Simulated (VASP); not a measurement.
# Cl (Fd-3m) in VASP: notebook

Cl is run at these levels: r2SCAN; tasks: single point.

All numbers are computed with VASP 6.6.1; they aren't measurements. Logs are shortened: lines on timing, memory, paths and dates and some standing lists are left out, and cuts for length are marked.

## (1) The cell of the first run

It takes space group Fd-3m (No. 227, cubic). Conventional cell: a = 6.287 Å, b = 6.287 Å, c = 6.287 Å, α = 90.00°, β = 90.00°, γ = 90.00°. Within 3.6 Å of Cl (site symmetry -43m) lie 4 Cl at 2.72 Å.

## (2) Single point, r2SCAN

Input file POSCAR:

```
Cl
1.0
    0.0000000000      3.1433380990      3.1433380990
    3.1433380990      0.0000000000      3.1433380990
    3.1433380990      3.1433380990      0.0000000000
Cl
2
Direct
    0.0000000000      0.0000000000      0.0000000000
    0.2500000000      0.2500000000      0.2500000000
```

Input file INCAR.step1:

```
SYSTEM = Cl
PREC = Accurate
ENCUT = 520
ISMEAR = -1
SIGMA = 0.1
LREAL = .FALSE.
LASPH = .TRUE.
NELM = 80
NBANDS = 14
GGA = PE
ALGO = Normal
EDIFF = 1E-4
LWAVE = .TRUE.
LCHARG = .FALSE.
```

Input file INCAR.step2:

```
SYSTEM = Cl
PREC = Accurate
ENCUT = 520
EDIFF = 1E-6
ISMEAR = -1
SIGMA = 0.1
LREAL = .FALSE.
LASPH = .TRUE.
NELM = 80
ALGO = Normal
ISIF = 2
LWAVE = .FALSE.
LCHARG = .TRUE.
METAGGA = R2SCAN
LMIXTAU = .TRUE.
LELF = .TRUE.
LVHAR = .TRUE.
NBANDS = 14
ISTART = 1
```

Input file KPOINTS:

```
Automatic mesh
0
G
  9 9 9
  0 0 0
```

Potentials or basis: VASP PAW PBE potentials, release 64 (Cl).

On the command line:

```sh
cat potpaw_PBE.64/Cl/POTCAR > POTCAR
cp INCAR.step1 INCAR
mpirun -np 1 vasp_std > vasp.out
cp INCAR.step2 INCAR
mpirun -np 1 vasp_std > vasp.out
```

OUTCAR:

```text
SYSTEM = Cl
   PREC = Accurate
   ENCUT = 520
   EDIFF = 1E-6
   ISMEAR = -1
   LREAL = .FALSE.
   LASPH = .TRUE.
   NELM = 80
   ISIF = 2
   METAGGA = R2SCAN
   ISTART = 1

 ion  position               nearest neighbor table
   1  0.000  0.000  0.000-
   2  0.250  0.250  0.250-

  LATTYP: Found a face centered cubic cell.
 ALAT       =     6.2866761980

  Lattice vectors:

 A1 = (   0.0000000000,   3.1433380990,   3.1433380990)
 A2 = (   3.1433380990,   0.0000000000,   3.1433380990)
 A3 = (   3.1433380990,   3.1433380990,   0.0000000000)

Analysis of symmetry for initial positions (statically):
=====================================================================
 Subroutine PRICEL returns:
 Original cell was already a primitive cell.

 Routine SETGRP: Setting up the symmetry group for a
 face centered cubic supercell.

 Subroutine GETGRP returns: Found 48 space group operations
 (whereof 24 operations were pure point group operations)
 out of a pool of 48 trial point group operations.

The static configuration has the point symmetry T_d .
 The point group associated with its full space group is O_h .

Analysis of symmetry for dynamics (positions and initial velocities):
=====================================================================
 Subroutine PRICEL returns:
 Original cell was already a primitive cell.

 Routine SETGRP: Setting up the symmetry group for a
 face centered cubic supercell.

 Subroutine GETGRP returns: Found 48 space group operations
 (whereof 24 operations were pure point group operations)
 out of a pool of 48 trial point group operations.

The dynamic configuration has the point symmetry T_d .
 The point group associated with its full space group is O_h .

 Subroutine INISYM returns: Found 48 space group operations
 (whereof 24 operations are pure point group operations),
 and found     1 'primitive' translations

----------------------------------------------------------------------------------------

                                     Primitive cell

  volume of cell :      62.1160

  direct lattice vectors                    reciprocal lattice vectors
     0.000000000  3.143338099  3.143338099    -0.159066567  0.159066567  0.159066567
     3.143338099  0.000000000  3.143338099     0.159066567 -0.159066567  0.159066567
     3.143338099  3.143338099  0.000000000     0.159066567  0.159066567 -0.159066567

  length of vectors
     4.445351371  4.445351371  4.445351371     0.275511376  0.275511376  0.275511376

  position of ions in fractional coordinates (direct lattice)
     0.000000000  0.000000000  0.000000000
     0.250000000  0.250000000  0.250000000

  ion indices of the primitive-cell ions
   primitive index   ion index
                 1           1
                 2           2

----------------------------------------------------------------------------------------

 KPOINTS: Automatic mesh

Automatic generation of k-mesh.
 Grid dimensions read from file:
 generate k-points for:    9    9    9

 Generating k-lattice:

  Cartesian coordinates                     Fractional coordinates (reciprocal lattice)
    -0.017674063  0.017674063  0.017674063     0.111111111  0.000000000  0.000000000
     0.017674063 -0.017674063  0.017674063     0.000000000  0.111111111  0.000000000
     0.017674063  0.017674063 -0.017674063     0.000000000  0.000000000  0.111111111

  Length of vectors
     0.030612375  0.030612375  0.030612375

  Shift w.r.t. Gamma in fractional coordinates (k-lattice)
     0.000000000  0.000000000  0.000000000

 Subroutine IBZKPT returns following result:
 ===========================================

 Found     35 irreducible k-points:

 Following reciprocal coordinates:
            Coordinates               Weight
  0.000000  0.000000  0.000000      1.000000
  0.111111  0.000000  0.000000      8.000000
  0.222222  0.000000  0.000000      8.000000
  0.333333  0.000000  0.000000      8.000000
  0.444444  0.000000  0.000000      8.000000
  0.111111  0.111111  0.000000      6.000000
[... 16 lines left out ...]
 -0.333333  0.333333  0.000000     12.000000
  0.444444  0.444444  0.000000      6.000000
 [... further k-points ...]
   k-points           NKPTS =     35   k-points in BZ     NKDIM =     35   number of bands    NBANDS=     14
   number of dos      NEDOS =    301   number of ions     NIONS =      2
   total plane-waves  NPLWV =  46656
   dimension x,y,z NGX =    36 NGY =   36 NGZ =   36
   dimension x,y,z NGXF=    72 NGYF=   72 NGZF=   72
   ions per type =               2
   NGX,Y,Z   is equivalent  to a cutoff of  13.46, 13.46, 13.46 a.u.
   NGXF,Y,Z  is equivalent  to a cutoff of  26.93, 26.93, 26.93 a.u.
 SYSTEM =  Cl
   PREC   = accura    normal or accurate (medium, high low for compatibility)
   ISTART =      1    job   : 0-new  1-cont  2-samecut
   ICHARG =      0    charge: 1-file 2-atom 10-const
   ISPIN  =      1    spin polarized calculation?
   LNONCOLLINEAR =      F non collinear calculations
   LSORBIT =      F    spin-orbit coupling
   LASPH  =      T    aspherical Exc in radial PAW
   ENCUT  =  520.0 eV  38.22 Ry    6.18 a.u.   8.27  8.27  8.27*2*pi/ulx,y,z
   NELM   =     80;   NELMIN=  2; NELMDL=  0     # of ELM steps
   EDIFF  = 0.1E-05   stopping-criterion for ELM
   LREAL  =      F    real-space projection
   EDIFFG = 0.1E-04   stopping-criterion for IOM
   NSW    =      0    number of steps for IOM
   IBRION =     -1    ionic relax: 0-MD 1-quasi-New 2-CG
   NFREE  =      0    steps in history (QN), initial steepest desc. (CG)
   ISIF   =      2    stress and relaxation
   ISYM   =      2    0-nonsym 1-usesym 2-fastsym
   POTIM  = 0.5000    time-step for ionic-motion
   TEBEG  =    0.0;   TEEND  =   0.0 temperature during run
   PSTRESS=    0.0 pullay stress
   NELECT =      14.0000    total number of electrons
   NUPDOWN=      -1.0000    fix difference up-down
   EMIN   =  10.00;   EMAX   =-10.00  energy-range for DOS
   EFERMI =   0.00;   METHOD = LEGACY
   ISMEAR =    -1;   SIGMA  =   0.10  broadening in eV -4-tet -1-fermi 0-gaus
   EFERMI_NEDOS =   21; number of points for ismear=-14 and -15
   IALGO  =     38    algorithm
   IMIX   =      4    mixing-type and parameters
     AMIX     =   0.40;   BMIX     =  1.00
     AMIX_MAG =   1.60;   BMIX_MAG =  1.00
  volume/ion in A,a.u.               =      31.06       209.59
  Fermi-wavevector in a.u.,A,eV,Ry     =   0.996284  1.882703 13.504891  0.992581
  Thomas-Fermi vector in A             =   2.128362
   LORBIT       =      0    0 simple, 1 ext, 2 COOP (PROOUT), +10 PAW based schemes
   METAGGA = R2SCAN    functional components
   LHFCALC =     F    Hartree Fock is set to
   AEXX    =    0.0000 exact exchange contribution
   IVDW    =     0    specifies the selected vdW correction
   LEPSILON=     F    determine dielectric tensor
   LRPA    =     F    only Hartree local field effects (RPA)
 non-spin polarized calculation
  energy-cutoff  :      520.00
  volume of cell :       62.12
 maximum number of plane-waves:      1695
 NGX is ok and might be reduce to    36
   NGX = 17   NGY = 17   NGZ = 17

 number of electron      14.0000003 magnetization

 Free energy of the ion-electron system (eV)
  ---------------------------------------------------
  ext. energy  EPLUGINS =         0.00000000
  ---------------------------------------------------
  free energy    TOTEN  =       -10.30245828 eV

  energy without entropy =      -10.16576902  energy(sigma->0) =      -10.23411365

 E-fermi :  -0.9183     XC(G=0):  -7.8621

 val. band max:       -0.9280647666   @ k =  -0.2222   0.2222   0.0000
 cond. band min:      -0.9031341138   @ k =   0.4444   0.2222   0.1111
 fundamental gap:      0.0249306529
 Fermi energy:        -0.9182908817

 k-point     1 :       0.0000    0.0000    0.0000
  band No.  band energies     occupation
      1     -17.1657      2.00000
      2     -14.1716      2.00000
      3      -4.0437      2.00000
      4      -4.0437      2.00000
      5      -4.0437      2.00000
      6      -1.9367      1.99992
      7      -1.9367      1.99992
      8      -1.9367      1.99992
      9       5.8210      0.00000
     10      10.1564      0.00000
     11      10.1564      0.00000
     12      11.7933      0.00000
     13      11.7933      0.00000
     14      11.7933      0.00000

 k-point     2 :       0.1111    0.0000    0.0000
  band No.  band energies     occupation
      1     -17.1100      2.00000
      2     -14.2586      2.00000
      3      -4.1126      2.00000
      4      -4.1126      2.00000
      5      -4.0978      2.00000
      6      -1.8629      1.99984
      7      -1.8455      1.99981
      8      -1.8455      1.99981
      9       6.0840      0.00000
     10       9.8806      0.00000
     11       9.8806      0.00000
     12      11.5356      0.00000
     13      12.3727      0.00000
     14      12.3727      0.00000

 k-point     3 :       0.2222    0.0000    0.0000
  band No.  band energies     occupation
      1     -16.9532      2.00000
      2     -14.4929      2.00000
      3      -4.2656      2.00000
      4      -4.2656      2.00000
      5      -4.2500      2.00000
      6      -1.6376      1.99850
      7      -1.6376      1.99850
      8      -1.6300      1.99838
      9       6.7232      0.00000
     10       9.5980      0.00000
     11       9.5980      0.00000
     12      11.0419      0.00000
     13      12.8107      0.00000
     14      13.2416      0.00000

 k-point     4 :       0.3333    0.0000    0.0000
  band No.  band energies     occupation
      1     -16.7337      2.00000
      2     -14.7978      2.00000
      3      -4.4346      2.00000
      4      -4.4136      2.00000
      5      -4.4136      2.00000
      6      -1.4306      1.98816
      7      -1.4306      1.98816
      8      -1.3015      1.95760
      9       7.4107      0.00000
     10       9.6114      0.00000
     11       9.6114      0.00000
     12      10.1175      0.00000
     13      12.7569      0.00000
     14      12.7615      0.00000

 k-point     5 :       0.4444    0.0000    0.0000
  band No.  band energies     occupation
      1     -16.5467      2.00000
      2     -15.0390      2.00000
      3      -4.5560      2.00000
      4      -4.4996      2.00000
      5      -4.4996      2.00000
      6      -1.3082      1.96030
      7      -1.3082      1.96030
      8      -1.0551      1.59411
      9       7.9691      0.00000
     10       9.1385      0.00000
     11       9.8231      0.00000
[... 276 lines left out ...]
 k-point    22 :      -0.4444    0.3333    0.0000
  band No.  band energies     occupation
      1     -16.1031      2.00000
      2     -15.5504      2.00000
      3      -5.1907      2.00000
      4      -4.8791      2.00000
      5      -3.2289      2.00000
      6      -2.3950      2.00000
      7      -0.7216      0.24539
      8      -0.5791      0.06510
      9       7.3839      0.00000
     10       7.9635      0.00000
     11      10.6438      0.00000
     12      12.5067      0.00000
     13      13.1366      0.00000
     14      13.3269      0.00000

 k-point    23 :      -0.3333    0.3333    0.0000
  band No.  band energies     occupation
      1     -16.1826      2.00000
      2     -15.4632      2.00000
      3      -5.2647      2.00000
      4      -4.7653      2.00000
      5      -3.3896      2.00000
      6      -2.0820      1.99998
      7      -0.8960      0.88914
      8      -0.6163      0.09307
      9       7.3245      0.00000
     10       8.3351      0.00000
     11       9.8940      0.00000
     12      12.1839      0.00000
     13      13.5420      0.00000
     14      13.6391      0.00000

 k-point    24 :       0.4444    0.4444    0.0000
  band No.  band energies     occupation
      1     -16.0805      2.00000
      2     -15.5755      2.00000
      3      -4.9912      2.00000
      4      -4.9912      2.00000
      5      -3.0910      2.00000
      6      -2.8456      2.00000
      7      -0.5422      0.04546
      8      -0.5422      0.04546
      9       7.4662      0.00000
     10       7.7698      0.00000
     11      11.9730      0.00000
     12      11.9730      0.00000
     13      12.8621      0.00000
     14      13.2722      0.00000

 [... further k-points ...]
[... 5 lines left out ...]
  --------------------------------------------------------------------------------------
  -------------------------------------------------------------------------------------
  Total        0.5855619      0.5855619      0.5855619     -0.0000000      0.0000000      0.0000000
  in kB       15.1035878     15.1035878     15.1035878     -0.0000000      0.0000000      0.0000000
  external PRESSURE =      15.1035878 kB  Pullay stress =       0.0000000 kB

 VOLUME and BASIS-vectors are now :
 -----------------------------------------------------------------------------
  energy-cutoff  :      520.00
  volume of cell :       62.12
      direct lattice vectors                 reciprocal lattice vectors
     0.000000000  3.143338099  3.143338099    -0.159066567  0.159066567  0.159066567
     3.143338099  0.000000000  3.143338099     0.159066567 -0.159066567  0.159066567
     3.143338099  3.143338099  0.000000000     0.159066567  0.159066567 -0.159066567

 POSITION                                       TOTAL-FORCE (eV/Angst)
 -----------------------------------------------------------------------------------
      0.00000      0.00000      0.00000        -0.000000     -0.000000     -0.000000
      1.57167      1.57167      1.57167         0.000000      0.000000      0.000000
 -----------------------------------------------------------------------------------
    total drift:                                0.000000      0.000000      0.000000

  FREE ENERGIE OF THE ION-ELECTRON SYSTEM (eV)
  ---------------------------------------------------
  free  energy   TOTEN  =       -10.3024582751 eV

  energy  without entropy=      -10.1657690201  energy(sigma->0) =      -10.23411365
```

It took 2.2 min on 1 thread of Intel Xeon 8259CL, shared host; peak memory 0.21 GiB.

What came out:

| Quantity | Value |
| --- | --- |
| Free energy | -10.3025 eV |
| Pressure | 1.5 GPa |
| Band gap on the k mesh | zero (bands 7 and 8 overlap by 1.39 eV) |

Levels at points of the mesh, in eV from the Fermi level:
```csv
k point,band 4,band 5,band 6,band 7,band 8,band 9,band 10,band 11
"(0.00, 0.00, 0.00)",-3.13,-3.13,-1.02,-1.02,-1.02,6.74,11.07,11.07
```

Caveat: the PAW data sets were made with another functional, which shifts forces and pressure a little.

## (3) Single point, r2SCAN

POSCAR is that of step 2.

Input file INCAR.step1:

```
PREC = Accurate ; ENCUT = 520
ISMEAR = -1 ; SIGMA = 0.1
LREAL = False ; LASPH = True
NELM = 60 ; NBANDS = 14
GGA = PE ; ALGO = Normal
EDIFF = 1E-4 ; LWAVE = True
LCHARG = False
```

Input file INCAR.step2:

```
PREC = Accurate ; ENCUT = 520
EDIFF = 1E-6 ; ISMEAR = -1
SIGMA = 0.1 ; LREAL = False
LASPH = True ; NELM = 60
ALGO = Normal ; ISIF = 2
LWAVE = False ; LCHARG = False
METAGGA = R2SCAN ; LMIXTAU = True
NBANDS = 14 ; ISTART = 1
```

Input file KPOINTS:

```
regular mesh
0
Gamma
  9 9 9
```

Potentials or basis: VASP PAW PBE potentials, release 64 (Cl).

On the command line:

```sh
cat potpaw_PBE.64/Cl/POTCAR > POTCAR
cp INCAR.step1 INCAR
mpirun -np 1 vasp_std > vasp.out
cp INCAR.step2 INCAR
mpirun -np 1 vasp_std > vasp.out
```

It took 3 min on 1 thread of Intel Xeon 8259CL, shared host; peak memory 0.21 GiB.

It converged, with:

```
Free energy            : -10.3025 eV
Pressure               : 1.5 GPa
Band gap on the k mesh : zero (bands 7 and 8 overlap by 1.39 eV)
```

Levels at points of the mesh, in eV from the Fermi level:
| k point | band 5 | band 6 | band 7 | band 8 | band 9 | band 10 |
| --- | --- | --- | --- | --- | --- | --- |
| (0.00, 0.00, 0.00) | -3.13 | -1.02 | -1.02 | -1.02 | 6.74 | 11.07 |

Caveat: the PAW data sets were made with another functional, which shifts forces and pressure a little.

## (4) Single point, r2SCAN

This run uses another cell than the first one, of 32.07 Å³/atom.

Input file POSCAR:

```
Cl
1.0
    0.0000000000      3.1771400251      3.1771400251
    3.1771400251      0.0000000000      3.1771400251
    3.1771400251      3.1771400251      0.0000000000
Cl
2
Direct
    0.0000000000      0.0000000000      0.0000000000
    0.2500000000      0.2500000000      0.2500000000
```

Input file INCAR.step1:

```
SYSTEM = Cl
PREC = Accurate
ENCUT = 520
ISMEAR = -1
SIGMA = 0.1
LREAL = .FALSE.
LASPH = .TRUE.
NELM = 100
NBANDS = 14
GGA = PE
ALGO = Normal
EDIFF = 1E-4
LWAVE = .TRUE.
LCHARG = .FALSE.
```

Input file INCAR.step2:

```
SYSTEM = Cl
PREC = Accurate
ENCUT = 520
EDIFF = 1E-6
ISMEAR = -1
SIGMA = 0.1
LREAL = .FALSE.
LASPH = .TRUE.
NELM = 100
ALGO = Normal
ISIF = 2
LWAVE = .FALSE.
LCHARG = .TRUE.
METAGGA = R2SCAN
LMIXTAU = .TRUE.
LELF = .TRUE.
LVHAR = .TRUE.
NBANDS = 14
ISTART = 1
```

Input file KPOINTS:

```
Automatic mesh
0
G
  9 9 9
  0 0 0
```

On the command line:

```sh
cat potpaw_PBE.64/Cl/POTCAR > POTCAR
cp INCAR.step1 INCAR
mpirun -np 1 vasp_std > vasp.out
cp INCAR.step2 INCAR
mpirun -np 1 vasp_std > vasp.out
```

Run time: 3.2 min. Hardware: 1 thread of Intel Xeon 8259CL, shared host; peak memory 0.2 GiB.

The run converged. Its results:

* Free energy: -10.3173 eV
* Pressure: 0.7 GPa
* Band gap on the k mesh: zero (bands 7 and 8 overlap by 1.31 eV)

Levels at points of the mesh, in eV from the Fermi level:
| k point | band 5 | band 6 | band 7 | band 8 | band 9 | band 10 |
| --- | --- | --- | --- | --- | --- | --- |
| (0.00, 0.00, 0.00) | -2.98 | -0.96 | -0.96 | -0.96 | 6.78 | 11.16 |

Caveat: the PAW data sets were made with another functional, which shifts forces and pressure a little.

## (5) Single point, r2SCAN

This run uses another cell than the first one, of 33.08 Å³/atom.

Input file POSCAR:

```
Cl
1.0
    0.0000000000      3.2102376156      3.2102376156
    3.2102376156      0.0000000000      3.2102376156
    3.2102376156      3.2102376156      0.0000000000
Cl
2
Direct
    0.0000000000      0.0000000000      0.0000000000
    0.2500000000      0.2500000000      0.2500000000
```

Input file INCAR.step1:

```
  PREC = Accurate
  ENCUT = 520
  ISMEAR = -1
  SIGMA = 0.1
  LREAL = False
  LASPH = True
  NELM = 60
  NBANDS = 14
  GGA = PE
  ALGO = Normal
  EDIFF = 1E-4
  LWAVE = True
  LCHARG = False
```

Input file INCAR.step2:

```
  PREC = Accurate
  ENCUT = 520
  EDIFF = 1E-6
  ISMEAR = -1
  SIGMA = 0.1
  LREAL = False
  LASPH = True
  NELM = 60
  ALGO = Normal
  ISIF = 2
  LWAVE = False
  LCHARG = False
  METAGGA = R2SCAN
  LMIXTAU = True
  NBANDS = 14
  ISTART = 1
```

Input file KPOINTS:

```
regular mesh
0
Gamma
  9 9 9
```

On the command line:

```sh
cat potpaw_PBE.64/Cl/POTCAR > POTCAR
cp INCAR.step1 INCAR
mpirun -np 1 vasp_std > vasp.out
cp INCAR.step2 INCAR
mpirun -np 1 vasp_std > vasp.out
```

Run time: 2.5 min. Hardware: 1 thread of Intel Xeon 8259CL, shared host; peak memory 0.21 GiB.

Results (log left out):

```
Free energy            : -10.3230 eV
Pressure               : 0.1 GPa
Band gap on the k mesh : zero (bands 7 and 8 overlap by 1.23 eV)
```

Levels at points of the mesh, in eV from the Fermi level:
```csv
k point,band 3,band 4,band 5,band 6,band 7,band 8,band 9,band 10,band 11,band 12
"(0.00, 0.00, 0.00)",-2.84,-2.84,-2.84,-0.90,-0.90,-0.90,6.82,11.25,11.25,12.75
```

Caveat: the PAW data sets were made with another functional, which shifts forces and pressure a little.

## (6) Summary

| cell | gap on the mesh (eV) | pressure (GPa) |
| --- | --- | --- |
| a = 4.445 Å, angles 60.0°, 2 atoms | none | 1.5 |
| a = 4.493 Å, angles 60.0°, 2 atoms | none | 0.7 |
| a = 4.540 Å, angles 60.0°, 2 atoms | none | 0.1 |

Alike in all rows: task single point; level r2SCAN; potentials or basis VASP PAW PBE potentials, release 64 (Cl); no spin polarisation; k mesh 9 × 9 × 9; cutoff (eV) 520; smearing fermi-dirac 0.1 eV.

Caveats: the PAW data sets were made with another functional, which shifts forces and pressure a little.

Absolute energies hang on the potentials; compare differences alone.
